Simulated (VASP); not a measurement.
# Mo (P6/mmm) in VASP: a series of runs

Runs on Mo. Level: PBE. Tasks: single point.

Everything below comes from runs of VASP 6.6.1. Logs are shortened: lines on timing, memory, paths and dates and some standing lists are left out, and cuts for length are marked.

## Step 1: The cell of the first run

Symmetry: P6/mmm, No. 191, hexagonal system. The conventional cell has a = 2.770 Å, b = 2.770 Å, c = 2.526 Å, α = 90.00°, β = 90.00°, γ = 120.00°. Within 3.3 Å of Mo (site symmetry 6/mmm) lie 8 Mo at 2.53 to 2.77 Å.

## Step 2: Single point, PBE

File INCAR:

```
SYSTEM = Mo
ALGO = Fast
EDIFF = 1E-6
ENCUT = 520
GGA = PE
ISIF = 2
ISMEAR = 0
LASPH = .True.
LCHARG = .False.
LREAL = .False.
LWAVE = .False.
NBANDS = 13
NELM = 100
PREC = Accurate
SIGMA = 0.15
```

File KPOINTS:

```
k-points
0
Gamma
  12 12 14
  0 0 0
```

File POSCAR:

```
Mo
1.0
    2.7701999795      0.0000000000      0.0000000000
   -1.3850999898      2.3990635558      0.0000000000
    0.0000000000      0.0000000000      2.5259381491
Mo
1
Direct
    0.0000000000      0.0000000000      0.5000000000
```

Potentials or basis: VASP PAW PBE potentials, release 64 (Mo_sv).

The run is started by

```
$ cat potpaw_PBE.64/Mo_sv/POTCAR > POTCAR
$ mpirun -np 1 vasp_std > vasp.out
```

OUTCAR:

```text
SYSTEM = Mo
   EDIFF = 1E-6
   ENCUT = 520
   GGA = PE
   ISIF = 2
   ISMEAR = 0
   LASPH = .True.
   LREAL = .False.
   NELM = 100
   PREC = Accurate

 ion  position               nearest neighbor table
   1  0.000  0.000  0.500-

  LATTYP: Found a hexagonal cell.
 ALAT       =     2.7701999795
 C/A-ratio  =     0.9118251995

  Lattice vectors:

 A1 = (   2.7701999795,   0.0000000000,   0.0000000000)
 A2 = (  -1.3850999898,   2.3990635558,   0.0000000000)
 A3 = (   0.0000000000,   0.0000000000,   2.5259381491)

Analysis of symmetry for initial positions (statically):
=====================================================================
 Subroutine PRICEL returns:
 Original cell was already a primitive cell.

 Routine SETGRP: Setting up the symmetry group for a
 hexagonal supercell.

 Subroutine GETGRP returns: Found 24 space group operations
 (whereof 24 operations were pure point group operations)
 out of a pool of 24 trial point group operations.

The static configuration has the point symmetry D_6h.

Analysis of symmetry for dynamics (positions and initial velocities):
=====================================================================
 Subroutine PRICEL returns:
 Original cell was already a primitive cell.

 Routine SETGRP: Setting up the symmetry group for a
 hexagonal supercell.

 Subroutine GETGRP returns: Found 24 space group operations
 (whereof 24 operations were pure point group operations)
 out of a pool of 24 trial point group operations.

The dynamic configuration has the point symmetry D_6h.

 Subroutine INISYM returns: Found 24 space group operations
 (whereof 24 operations are pure point group operations),
 and found     1 'primitive' translations

----------------------------------------------------------------------------------------

                                     Primitive cell

  volume of cell :      16.7871

  direct lattice vectors                    reciprocal lattice vectors
     2.770199980  0.000000000  0.000000000     0.360984769  0.208414654  0.000000000
    -1.385099990  2.399063556  0.000000000     0.000000000  0.416829307  0.000000000
     0.000000000  0.000000000  2.525938149     0.000000000  0.000000000  0.395892512

  length of vectors
     2.770199980  2.770199980  2.525938149     0.416829307  0.416829307  0.395892512

  position of ions in fractional coordinates (direct lattice)
     0.000000000  0.000000000  0.500000000

  ion indices of the primitive-cell ions
   primitive index   ion index
                 1           1

----------------------------------------------------------------------------------------

 KPOINTS: k-points

Automatic generation of k-mesh.
 Grid dimensions read from file:
 generate k-points for:   12   12   14

 Generating k-lattice:

  Cartesian coordinates                     Fractional coordinates (reciprocal lattice)
     0.030082064  0.017367888  0.000000000     0.083333333 -0.000000000  0.000000000
     0.000000000  0.034735776  0.000000000     0.000000000  0.083333333  0.000000000
     0.000000000  0.000000000  0.028278037     0.000000000  0.000000000  0.071428571

  Length of vectors
     0.034735776  0.034735776  0.028278037

  Shift w.r.t. Gamma in fractional coordinates (k-lattice)
     0.000000000  0.000000000  0.000000000

 Subroutine IBZKPT returns following result:
 ===========================================

 Found    152 irreducible k-points:

 Following reciprocal coordinates:
            Coordinates               Weight
  0.000000  0.000000  0.000000      1.000000
  0.083333  0.000000  0.000000      6.000000
  0.166667  0.000000  0.000000      6.000000
  0.250000  0.000000  0.000000      6.000000
  0.333333 -0.000000  0.000000      6.000000
  0.416667 -0.000000  0.000000      6.000000
[... 16 lines left out ...]
  0.250000  0.000000  0.071429     12.000000
  0.333333 -0.000000  0.071429     12.000000
 [... further k-points ...]
   k-points           NKPTS =    152   k-points in BZ     NKDIM =    152   number of bands    NBANDS=     13
   number of dos      NEDOS =    301   number of ions     NIONS =      1
   total plane-waves  NPLWV =  11520
   dimension x,y,z NGX =    24 NGY =   24 NGZ =   20
   dimension x,y,z NGXF=    48 NGYF=   48 NGZF=   40
   ions per type =               1
   NGX,Y,Z   is equivalent  to a cutoff of  14.40, 14.40, 13.16 a.u.
   NGXF,Y,Z  is equivalent  to a cutoff of  28.81, 28.81, 26.33 a.u.
 SYSTEM =  Mo
   PREC   = accura    normal or accurate (medium, high low for compatibility)
   ISTART =      0    job   : 0-new  1-cont  2-samecut
   ICHARG =      2    charge: 1-file 2-atom 10-const
   ISPIN  =      1    spin polarized calculation?
   LNONCOLLINEAR =      F non collinear calculations
   LSORBIT =      F    spin-orbit coupling
   LASPH  =      T    aspherical Exc in radial PAW
   ENCUT  =  520.0 eV  38.22 Ry    6.18 a.u.   5.15  5.15  4.70*2*pi/ulx,y,z
   NELM   =    100;   NELMIN=  2; NELMDL= -5     # of ELM steps
   EDIFF  = 0.1E-05   stopping-criterion for ELM
   LREAL  =      F    real-space projection
   EDIFFG = 0.1E-04   stopping-criterion for IOM
   NSW    =      0    number of steps for IOM
   IBRION =     -1    ionic relax: 0-MD 1-quasi-New 2-CG
   NFREE  =      0    steps in history (QN), initial steepest desc. (CG)
   ISIF   =      2    stress and relaxation
   ISYM   =      2    0-nonsym 1-usesym 2-fastsym
   POTIM  = 0.5000    time-step for ionic-motion
   TEBEG  =    0.0;   TEEND  =   0.0 temperature during run
   PSTRESS=    0.0 pullay stress
   NELECT =      14.0000    total number of electrons
   NUPDOWN=      -1.0000    fix difference up-down
   EMIN   =  10.00;   EMAX   =-10.00  energy-range for DOS
   EFERMI =   0.00;   METHOD = LEGACY
   ISMEAR =     0;   SIGMA  =   0.15  broadening in eV -4-tet -1-fermi 0-gaus
   EFERMI_NEDOS =   21; number of points for ismear=-14 and -15
   IALGO  =     68    algorithm
   IMIX   =      4    mixing-type and parameters
     AMIX     =   0.40;   BMIX     =  1.00
     AMIX_MAG =   1.60;   BMIX_MAG =  1.00
  volume/ion in A,a.u.               =      16.79       113.28
  Fermi-wavevector in a.u.,A,eV,Ry     =   1.540963  2.911999 32.307960  2.374568
  Thomas-Fermi vector in A             =   2.646976
   LORBIT       =      0    0 simple, 1 ext, 2 COOP (PROOUT), +10 PAW based schemes
   GGA     = PE    functional components
   LHFCALC =     F    Hartree Fock is set to
   AEXX    =    0.0000 exact exchange contribution
   IVDW    =     0    specifies the selected vdW correction
   LEPSILON=     F    determine dielectric tensor
   LRPA    =     F    only Hartree local field effects (RPA)
 non-spin polarized calculation
 RMM-DIIS sequential band-by-band and
 Gauss-broadening in eV      SIGMA  =   0.15
  energy-cutoff  :      520.00
  volume of cell :       16.79
 maximum number of plane-waves:       464
 NGX is ok and might be reduce to    24
   NGX = 11   NGY = 11   NGZ =  9

 number of electron      14.0000000 magnetization

 Free energy of the ion-electron system (eV)
  ---------------------------------------------------
  ext. energy  EPLUGINS =         0.00000000
  ---------------------------------------------------
  free energy    TOTEN  =       -10.06715219 eV

  energy without entropy =      -10.05627664  energy(sigma->0) =      -10.06171441

 E-fermi :  11.3362     XC(G=0): -12.8975

 val. band max:       11.3300839469   @ k =   0.0000   0.0000   0.5000
 cond. band min:      11.3622919132   @ k =   0.3333   0.3333   0.2857
 fundamental gap:      0.0322079663
 Fermi energy:        11.3362322830

 k-point     1 :       0.0000    0.0000    0.0000
  band No.  band energies     occupation
      1     -49.6743      2.00000
      2     -23.0351      2.00000
      3     -23.0351      2.00000
      4     -22.8054      2.00000
      5       4.6302      2.00000
      6       7.0725      2.00000
      7      10.4335      2.00000
      8      10.4335      2.00000
      9      15.4877      0.00000
     10      15.4877      0.00000
     11      24.1679      0.00000
     12      27.6609      0.00000
     13      31.4968      0.00000

 k-point     2 :       0.0833    0.0000    0.0000
  band No.  band energies     occupation
      1     -49.6615      2.00000
      2     -23.1228      2.00000
      3     -23.0548      2.00000
      4     -22.7965      2.00000
      5       4.8919      2.00000
      6       7.1765      2.00000
      7      10.1825      2.00000
      8      10.6722      2.00000
      9      15.2321      0.00000
     10      15.4445      0.00000
     11      24.7500      0.00000
     12      28.1666      0.00000
     13      30.2384      0.00000

 k-point     3 :       0.1667    0.0000    0.0000
  band No.  band energies     occupation
      1     -49.6262      2.00000
      2     -23.3584      2.00000
      3     -23.1082      2.00000
      4     -22.7723      2.00000
      5       5.5826      2.00000
      6       7.4590      2.00000
      7       9.6657      2.00000
      8      11.3662      0.77778
      9      14.6048      0.00000
     10      15.3285      0.00000
     11      25.9782      0.00000
     12      28.3389      0.00000
     13      29.5006      0.00000
[... 305 lines left out ...]
 k-point    23 :       0.2500    0.0000    0.0714
  band No.  band energies     occupation
      1     -49.5651      2.00000
      2     -23.6602      2.00000
      3     -23.1712      2.00000
      4     -22.8360      2.00000
      5       6.5334      2.00000
      6       7.8842      2.00000
      7       9.5914      2.00000
      8      12.4700      0.00000
      9      13.6519      0.00000
     10      14.9112      0.00000
     11      25.3767      0.00000
     12      28.5343      0.00000
     13      28.6341      0.00000

 k-point    24 :       0.3333   -0.0000    0.0714
  band No.  band energies     occupation
      1     -49.5162      2.00000
      2     -23.9625      2.00000
      3     -23.2423      2.00000
      4     -22.8012      2.00000
      5       6.8628      2.00000
      6       7.9965      2.00000
      7      10.3186      2.00000
      8      13.2092      0.00000
      9      13.7521      0.00000
     10      14.7604      0.00000
     11      23.4476      0.00000
     12      26.8962      0.00000
     13      29.0725      0.00000

 [... further k-points ...]
[... 5 lines left out ...]
  --------------------------------------------------------------------------------------
  -------------------------------------------------------------------------------------
  Total        0.1403693      0.1403693     -0.0903512     -0.0000000      0.0000000      0.0000000
  in kB       13.3969860     13.3969860     -8.6232075     -0.0000000      0.0000000      0.0000000
  external PRESSURE =       6.0569215 kB  Pullay stress =       0.0000000 kB

 VOLUME and BASIS-vectors are now :
 -----------------------------------------------------------------------------
  energy-cutoff  :      520.00
  volume of cell :       16.79
      direct lattice vectors                 reciprocal lattice vectors
     2.770199980  0.000000000  0.000000000     0.360984769  0.208414654  0.000000000
    -1.385099990  2.399063556  0.000000000     0.000000000  0.416829307  0.000000000
     0.000000000  0.000000000  2.525938149     0.000000000  0.000000000  0.395892512

 POSITION                                       TOTAL-FORCE (eV/Angst)
 -----------------------------------------------------------------------------------
      0.00000      0.00000      1.26297         0.000000      0.000000      0.000000
 -----------------------------------------------------------------------------------
    total drift:                                0.000000      0.000000     -0.000000

  FREE ENERGIE OF THE ION-ELECTRON SYSTEM (eV)
  ---------------------------------------------------
  free  energy   TOTEN  =       -10.0671521878 eV

  energy  without entropy=      -10.0562766420  energy(sigma->0) =      -10.06171441
```

It took 14 s on 1 thread of Intel Xeon Platinum 8488C (Sapphire Rapids), shared host; peak memory 0.15 GiB.

What came out:

| Quantity | Value |
| --- | --- |
| Free energy | -10.0672 eV |
| Pressure | 0.6 GPa |
| Band gap on the k mesh | zero (band 7 reaches 12.26 eV, above the bottom of band 8 at 10.43 eV) |

Levels at points of the mesh, in eV from the Fermi level:
```tsv
k point	band 5	band 6	band 7	band 8	band 9	band 10
(0.00, 0.00, 0.00)	-6.71	-4.26	-0.90	-0.90	4.15	4.15
(0.50, 0.00, 0.00)	-4.79	-3.20	0.93	1.32	3.54	4.16
(0.00, 0.00, 0.50)	-3.51	-0.01	-0.01	0.23	0.58	0.58
(0.50, 0.00, 0.50)	-5.23	-3.15	-0.62	4.55	6.05	6.50
```

[end of part 1 of 2]
